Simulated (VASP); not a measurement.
# MgI2 (R3m) in VASP: further runs

The runs below take MgI2 through single point, with PBE, r2SCAN.

Program: VASP 6.6.1. These are calculated values, not measurements. Logs are shortened: lines on timing, memory, paths and dates and some standing lists are left out, and cuts for length are marked.

### Step 1. The cell of the first run

It takes space group R3m (No. 160, trigonal). Conventional cell: a = 4.055 Å, b = 4.055 Å, c = 22.093 Å, α = 90.00°, β = 90.00°, γ = 120.00°. Mg (site symmetry 3m) has 6 I at 2.98 Å within 3.9 Å. Within 3.9 Å of I (site symmetry 3m) lie 3 Mg at 2.98 Å and 1 I at 3.69 Å. I (site symmetry 3m) has 3 Mg at 2.98 Å and 1 I at 3.69 Å within 3.9 Å.

### Step 2. Single point, PBE (uniaxial z strain +1.5%)

Input file INCAR:

```
  PREC = Accurate
  ENCUT = 520
  EDIFF = 1E-6
  ISMEAR = -1
  SIGMA = 0.02
  LREAL = False
  LASPH = True
  NELM = 80
  ALGO = Normal
  ISIF = 2
  LWAVE = False
  LCHARG = False
  GGA = PE
  NBANDS = 15
```

Input file KPOINTS:

```
regular mesh
0
Gamma
  8 8 8
```

Input file POSCAR:

```
MgI2
1.0
    2.0274773790      1.1705646105      7.3642549727
   -2.0274773790      1.1705646105      7.3642549727
    0.0000000000     -2.3411292211      7.3642549727
Mg I
1 2
Direct
   -0.0000077192     -0.0000077192     -0.0000077192
    0.4168126133      0.4168126133      0.4168126133
    0.2498617726      0.2498617726      0.2498617726
```

Potentials or basis: VASP PAW PBE potentials, release 64 (Mg, I).

Started as:

```sh
cat potpaw_PBE.64/Mg/POTCAR potpaw_PBE.64/I/POTCAR > POTCAR
mpirun -np 1 vasp_std > vasp.out
```

OUTCAR:

```text
PREC = Accurate
   ENCUT = 520
   EDIFF = 1E-6
   ISMEAR = -1
   LREAL = False
   LASPH = True
   NELM = 80
   ISIF = 2
   GGA = PE

 ion  position               nearest neighbor table
   1  1.000  1.000  1.000-   3 2.98   3 2.98   3 2.98   2 2.98   2 2.98   2 2.98
   2  0.417  0.417  0.417-   1 2.98   1 2.98   1 2.98
   3  0.250  0.250  0.250-   1 2.98   1 2.98   1 2.98

  LATTYP: Found a trigonal (rhomboedric) cell.
 ALAT       =     7.7274276013
 COS(alpha) =     0.8623195931

  Lattice vectors:

 A1 = (   2.0274773790,   1.1705646105,   7.3642549727)
 A2 = (  -2.0274773790,   1.1705646105,   7.3642549727)
 A3 = (   0.0000000000,  -2.3411292211,   7.3642549727)

Analysis of symmetry for initial positions (statically):
=====================================================================
 Subroutine PRICEL returns:
 Original cell was already a primitive cell.

 Routine SETGRP: Setting up the symmetry group for a
 trigonal (rhombohedral) supercell.

 Subroutine GETGRP returns: Found  6 space group operations
 (whereof  6 operations were pure point group operations)
 out of a pool of 12 trial point group operations.

The static configuration has the point symmetry C_3v.

Analysis of symmetry for dynamics (positions and initial velocities):
=====================================================================
 Subroutine PRICEL returns:
 Original cell was already a primitive cell.

 Routine SETGRP: Setting up the symmetry group for a
 trigonal (rhombohedral) supercell.

 Subroutine GETGRP returns: Found  6 space group operations
 (whereof  6 operations were pure point group operations)
 out of a pool of 12 trial point group operations.

The dynamic configuration has the point symmetry C_3v.

 Subroutine INISYM returns: Found  6 space group operations
 (whereof  6 operations are pure point group operations),
 and found     1 'primitive' translations

----------------------------------------------------------------------------------------

                                     Primitive cell

  volume of cell :     104.8652

  direct lattice vectors                    reciprocal lattice vectors
     2.027477379  1.170564611  7.364254973     0.246611876  0.142381433  0.045263687
    -2.027477379  1.170564611  7.364254973    -0.246611876  0.142381433  0.045263687
     0.000000000 -2.341129221  7.364254973     0.000000000 -0.284762866  0.045263687

  length of vectors
     7.727427601  7.727427601  7.727427601     0.288337807  0.288337807  0.288337807

  position of ions in fractional coordinates (direct lattice)
     0.999992281  0.999992281  0.999992281
     0.416812613  0.416812613  0.416812613
     0.249861773  0.249861773  0.249861773

  ion indices of the primitive-cell ions
   primitive index   ion index
                 1           1
                 2           2
                 3           3

----------------------------------------------------------------------------------------

 KPOINTS: regular mesh

Automatic generation of k-mesh.
 Grid dimensions read from file:
 generate k-points for:    8    8    8

 Generating k-lattice:

  Cartesian coordinates                     Fractional coordinates (reciprocal lattice)
     0.030826485  0.017797679  0.005657961     0.125000000  0.000000000  0.000000000
    -0.030826485  0.017797679  0.005657961     0.000000000  0.125000000  0.000000000
     0.000000000 -0.035595358  0.005657961    -0.000000000 -0.000000000  0.125000000

  Length of vectors
     0.036042226  0.036042226  0.036042226

  Shift w.r.t. Gamma in fractional coordinates (k-lattice)
     0.000000000  0.000000000  0.000000000

 Subroutine IBZKPT returns following result:
 ===========================================

 Found     65 irreducible k-points:

 Following reciprocal coordinates:
            Coordinates               Weight
  0.000000  0.000000  0.000000      1.000000
  0.125000  0.000000  0.000000      6.000000
  0.250000  0.000000  0.000000      6.000000
  0.375000  0.000000  0.000000      6.000000
  0.500000  0.000000  0.000000      3.000000
  0.125000  0.125000  0.000000      6.000000
[... 16 lines left out ...]
  0.250000  0.125000  0.125000      6.000000
  0.375000  0.125000  0.125000      6.000000
 [... further k-points ...]
   k-points           NKPTS =     65   k-points in BZ     NKDIM =     65   number of bands    NBANDS=     15
   number of dos      NEDOS =    301   number of ions     NIONS =      3
   total plane-waves  NPLWV = 216000
   dimension x,y,z NGX =    60 NGY =   60 NGZ =   60
   dimension x,y,z NGXF=   120 NGYF=  120 NGZF=  120
   ions per type =               1   2
   NGX,Y,Z   is equivalent  to a cutoff of  12.91, 12.91, 12.91 a.u.
   NGXF,Y,Z  is equivalent  to a cutoff of  25.82, 25.82, 25.82 a.u.
 SYSTEM =  unknown system
   PREC   = accura    normal or accurate (medium, high low for compatibility)
   ISTART =      0    job   : 0-new  1-cont  2-samecut
   ICHARG =      2    charge: 1-file 2-atom 10-const
   ISPIN  =      1    spin polarized calculation?
   LNONCOLLINEAR =      F non collinear calculations
   LSORBIT =      F    spin-orbit coupling
   LASPH  =      T    aspherical Exc in radial PAW
   ENCUT  =  520.0 eV  38.22 Ry    6.18 a.u.  14.37 14.37 14.37*2*pi/ulx,y,z
   NELM   =     80;   NELMIN=  2; NELMDL= -5     # of ELM steps
   EDIFF  = 0.1E-05   stopping-criterion for ELM
   LREAL  =      F    real-space projection
   EDIFFG = 0.1E-04   stopping-criterion for IOM
   NSW    =      0    number of steps for IOM
   IBRION =     -1    ionic relax: 0-MD 1-quasi-New 2-CG
   NFREE  =      0    steps in history (QN), initial steepest desc. (CG)
   ISIF   =      2    stress and relaxation
   ISYM   =      2    0-nonsym 1-usesym 2-fastsym
   POTIM  = 0.5000    time-step for ionic-motion
   TEBEG  =    0.0;   TEEND  =   0.0 temperature during run
   PSTRESS=    0.0 pullay stress
   NELECT =      16.0000    total number of electrons
   NUPDOWN=      -1.0000    fix difference up-down
   EMIN   =  10.00;   EMAX   =-10.00  energy-range for DOS
   EFERMI =   0.00;   METHOD = LEGACY
   ISMEAR =    -1;   SIGMA  =   0.02  broadening in eV -4-tet -1-fermi 0-gaus
   EFERMI_NEDOS =   21; number of points for ismear=-14 and -15
   IALGO  =     38    algorithm
   IMIX   =      4    mixing-type and parameters
     AMIX     =   0.40;   BMIX     =  1.00
     AMIX_MAG =   1.60;   BMIX_MAG =  1.00
  volume/ion in A,a.u.               =      34.96       235.89
  Fermi-wavevector in a.u.,A,eV,Ry     =   0.874791  1.653115 10.411986  0.765259
  Thomas-Fermi vector in A             =   1.994372
   LORBIT       =      0    0 simple, 1 ext, 2 COOP (PROOUT), +10 PAW based schemes
   GGA     = PE    functional components
   LHFCALC =     F    Hartree Fock is set to
   AEXX    =    0.0000 exact exchange contribution
   IVDW    =     0    specifies the selected vdW correction
   LEPSILON=     F    determine dielectric tensor
   LRPA    =     F    only Hartree local field effects (RPA)
 non-spin polarized calculation
  energy-cutoff  :      520.00
  volume of cell :      104.87
 maximum number of plane-waves:      2851
 NGX is ok and might be reduce to    60
   NGX = 29   NGY = 29   NGZ = 29

 number of electron      15.9999999 magnetization

 Free energy of the ion-electron system (eV)
  ---------------------------------------------------
  ext. energy  EPLUGINS =         0.00000000
  ---------------------------------------------------
  free energy    TOTEN  =        -7.23549287 eV

  energy without entropy =       -7.23549287  energy(sigma->0) =       -7.23549287

 E-fermi :   2.9402     XC(G=0):  -8.1314

 val. band max:        2.5216848564   @ k =   0.5000   0.5000   0.5000
 cond. band min:       5.2727203819   @ k =   0.5000   0.0000   0.0000
 fundamental gap:      2.7510355255
 Fermi energy:         2.9402167744

 k-point     1 :       0.0000    0.0000    0.0000
  band No.  band energies     occupation
      1      -9.8376      2.00000
      2      -9.2235      2.00000
      3      -1.5641      2.00000
      4       1.9816      2.00000
      5       2.0603      2.00000
      6       2.0603      2.00000
      7       2.4294      2.00000
      8       2.4294      2.00000
      9       5.2801      0.00000
     10       8.0373      0.00000
     11       8.8068      0.00000
     12       9.0452      0.00000
     13       9.0452      0.00000
     14      10.9489      0.00000
     15      10.9489      0.00000

 k-point     2 :       0.1250    0.0000    0.0000
  band No.  band energies     occupation
      1      -9.7553      2.00000
      2      -9.1602      2.00000
      3      -1.4349      2.00000
      4       1.2757      2.00000
      5       1.7153      2.00000
      6       1.9246      2.00000
      7       2.1664      2.00000
      8       2.2997      2.00000
      9       5.8775      0.00000
     10       8.2587      0.00000
     11       8.5873      0.00000
     12       9.1384      0.00000
     13       9.3012      0.00000
     14       9.8868      0.00000
     15      10.5257      0.00000

 k-point     3 :       0.2500    0.0000    0.0000
  band No.  band energies     occupation
      1      -9.5416      2.00000
      2      -8.9992      2.00000
      3      -1.1058      2.00000
      4       0.0126      2.00000
      5       0.7260      2.00000
      6       1.6332      2.00000
      7       2.0133      2.00000
      8       2.1518      2.00000
      9       6.2321      0.00000
     10       7.1571      0.00000
     11       8.5699      0.00000
     12       8.8788      0.00000
     13       9.6146      0.00000
     14      10.6601      0.00000
     15      10.9730      0.00000
[... 343 lines left out ...]
 k-point    23 :       0.2500    0.1250    0.1250
  band No.  band energies     occupation
      1      -9.7331      2.00000
      2      -9.1902      2.00000
      3      -1.3228      2.00000
      4       1.2132      2.00000
      5       1.7150      2.00000
      6       1.9252      2.00000
      7       1.9853      2.00000
      8       2.2989      2.00000
      9       6.0175      0.00000
     10       8.2601      0.00000
     11       8.5157      0.00000
     12       9.2696      0.00000
     13       9.3779      0.00000
     14       9.7914      0.00000
     15      10.4969      0.00000

 k-point    24 :       0.3750    0.1250    0.1250
  band No.  band energies     occupation
      1      -9.5163      2.00000
      2      -9.0323      2.00000
      3      -1.0201      2.00000
      4       0.0437      2.00000
      5       0.7916      2.00000
      6       1.6329      2.00000
      7       1.8552      2.00000
      8       2.0137      2.00000
      9       6.1580      0.00000
     10       7.1903      0.00000
     11       8.4907      0.00000
     12       9.3285      0.00000
     13       9.6005      0.00000
     14      10.5421      0.00000
     15      11.0776      0.00000

 [... further k-points ...]
[... 5 lines left out ...]
  --------------------------------------------------------------------------------------
  -------------------------------------------------------------------------------------
  Total        0.5855298      0.5855298      0.5454962      0.0000000     -0.0000000      0.0000000
  in kB        8.9459836      8.9459836      8.3343330      0.0000000     -0.0000000      0.0000000
  external PRESSURE =       8.7421000 kB  Pullay stress =       0.0000000 kB

 VOLUME and BASIS-vectors are now :
 -----------------------------------------------------------------------------
  energy-cutoff  :      520.00
  volume of cell :      104.87
      direct lattice vectors                 reciprocal lattice vectors
     2.027477379  1.170564611  7.364254973     0.246611876  0.142381433  0.045263687
    -2.027477379  1.170564611  7.364254973    -0.246611876  0.142381433  0.045263687
     0.000000000 -2.341129221  7.364254973     0.000000000 -0.284762866  0.045263687

 POSITION                                       TOTAL-FORCE (eV/Angst)
 -----------------------------------------------------------------------------------
      0.00000     -0.00000     22.09259         0.000000      0.000000     -0.000236
      0.00000     -0.00000      9.20854         0.000000      0.000000     -0.007954
      0.00000     -0.00000      5.52014         0.000000     -0.000000      0.008190
 -----------------------------------------------------------------------------------
    total drift:                                0.000000      0.000000      0.000079

  FREE ENERGIE OF THE ION-ELECTRON SYSTEM (eV)
  ---------------------------------------------------
  free  energy   TOTEN  =        -7.2354928664 eV

  energy  without entropy=       -7.2354928664  energy(sigma->0) =       -7.23549287
```

Wall time 8.4 min (1 thread of Oxide Virtual Turin-like, shared host); peak memory 0.48 GiB.

What came out:

```yaml
Free_energy: -7.2355 eV
Pressure: 0.9 GPa
Largest_force: 0.008 eV/Å
Band_gap_on_the_k_mesh: 2.75 eV, indirect (least direct gap 2.85 eV)
```

Forces on the atoms (eV/Å):
```
Mg   0.000  0.000  0.000
I    0.000  0.000 -0.008
I    0.000  0.000  0.008
```

Levels at points of the mesh, in eV from the valence-band top:
```csv
k point,band 6,band 7,band 8,band 9,band 10,band 11
"(0.00, 0.00, 0.00)",-0.46,-0.09,-0.09,2.76,5.52,6.29
"(0.50, 0.00, 0.00)",-1.24,-0.86,-0.39,2.75,3.60,5.38
"(0.50, 0.50, 0.00)",-1.38,-0.80,-0.68,3.12,3.73,5.41
"(0.50, 0.50, 0.50)",-0.54,0.00,0.00,3.53,5.21,6.48
```

Caveat: the cell differs from its parent crystal (uniaxial z strain +1.5%); spin-orbit coupling is left out, which moves the levels of the heavy elements. A k mesh can miss the band edges.

### Step 3. Single point, r2SCAN (uniaxial z strain +1.5%)

POSCAR is that of step 2.

Input file INCAR.step1:

```
SYSTEM = MgI2
PREC = Accurate
ENCUT = 520
ISMEAR = 0
SIGMA = 0.01
LREAL = .FALSE.
LASPH = .TRUE.
NELM = 60
NBANDS = 15
GGA = PE
ALGO = Normal
EDIFF = 1E-4
LWAVE = .TRUE.
LCHARG = .FALSE.
```

Input file INCAR.step2:

```
SYSTEM = MgI2
PREC = Accurate
ENCUT = 520
EDIFF = 1E-6
ISMEAR = 0
SIGMA = 0.01
LREAL = .FALSE.
LASPH = .TRUE.
NELM = 60
ALGO = Normal
ISIF = 2
LWAVE = .FALSE.
LCHARG = .FALSE.
METAGGA = R2SCAN
LMIXTAU = .TRUE.
NBANDS = 15
ISTART = 1
```

Input file KPOINTS:

```
regular mesh
0
G
  8 8 8
  0 0 0
```

Potentials or basis: VASP PAW PBE potentials, release 64 (Mg, I).

Started as:

```sh
cat potpaw_PBE.64/Mg/POTCAR potpaw_PBE.64/I/POTCAR > POTCAR
cp INCAR.step1 INCAR
mpirun -np 1 vasp_std > vasp.out
cp INCAR.step2 INCAR
mpirun -np 1 vasp_std > vasp.out
```

Wall time 38 min (1 thread of Oxide Virtual Turin-like, shared host); peak memory 0.56 GiB.

Results (log left out):

| Quantity | Value |
| --- | --- |
| Free energy | -56.3971 eV |
| Pressure | 0.4 GPa |
| Largest force | 0.045 eV/Å |
| Band gap on the k mesh | 3.26 eV, indirect (least direct gap 3.56 eV) |

Forces on the atoms (eV/Å):
```
Mg   0.000  0.000  0.000
I    0.000  0.000 -0.045
I    0.000  0.000  0.045
```

Stress tensor (GPa, compression positive):
```
0.47 0.00 0.00
0.00 0.47 0.00
0.00 0.00 0.17
```

Levels at points of the mesh, in eV from the valence-band top:
| k point | band 6 | band 7 | band 8 | band 9 | band 10 | band 11 |
| --- | --- | --- | --- | --- | --- | --- |
| (0.00, 0.00, 0.00) | -0.48 | -0.09 | -0.09 | 3.46 | 6.27 | 6.88 |
| (0.50, 0.00, 0.00) | -1.28 | -0.89 | -0.39 | 3.26 | 4.13 | 5.94 |
| (0.50, 0.50, 0.00) | -1.42 | -0.81 | -0.70 | 3.68 | 4.22 | 5.99 |
| (0.50, 0.50, 0.50) | -0.56 | 0.00 | 0.00 | 4.21 | 5.99 | 7.06 |

Caveat: the cell differs from its parent crystal (uniaxial z strain +1.5%); the PAW data sets were made with another functional, which shifts forces and pressure a little; spin-orbit coupling is left out, which moves the levels of the heavy elements.
